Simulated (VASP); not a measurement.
Input of a VASP 6.6.1 run:

File INCAR:

```
SYSTEM = BN
  PREC = Accurate
  ENCUT = 520
  EDIFF = 1E-7
  ISMEAR = 0
  SIGMA = 0.05
  LREAL = .FALSE.
  LASPH = .TRUE.
  NELM = 80
  ALGO = Normal
  ISIF = 2
  LWAVE = .FALSE.
  LCHARG = .TRUE.
  GGA = PS
  LELF = .TRUE.
  LVHAR = .TRUE.
  NBANDS = 11
```

File KPOINTS:

```
regular mesh
0
G
  12 12 12
  0 0 0
```

POSCAR

```
BN
1.0
    0.0000000000      3.4953158300      2.1660912400
    1.2516321000      0.0000000000      2.1660912400
    1.2516321000      3.4953158300      0.0000000000
B N
1 1
Direct
    0.0824794099      0.0099501042      0.8770603390
    0.6666513400      0.6666513400      0.3333486600
```

Potentials or basis: VASP PAW PBE potentials, release 64 (B, N).

Command:

```console
$ cat potpaw_PBE.64/B/POTCAR potpaw_PBE.64/N/POTCAR > POTCAR
$ mpirun -np 1 vasp_std > vasp.out
```

Question: Estimate the pressure.

Answer: 22.6 GPa.

Question: Predict the band gap on the k mesh.

Answer: 2.18 eV (least direct gap 3.18 eV).

Forces on the atoms (eV/Å):
```
B    10.054   0.979  -7.060
N   -10.054  -0.979   7.060
```

Caveat: the cell differs from its parent crystal (atom 1 (B) moved by (-0.200, +0.200) A along [1 1 0] and z); the cell stands under pressure; the PAW data sets were made with another functional, which shifts forces and pressure a little. A k mesh can miss the band edges.
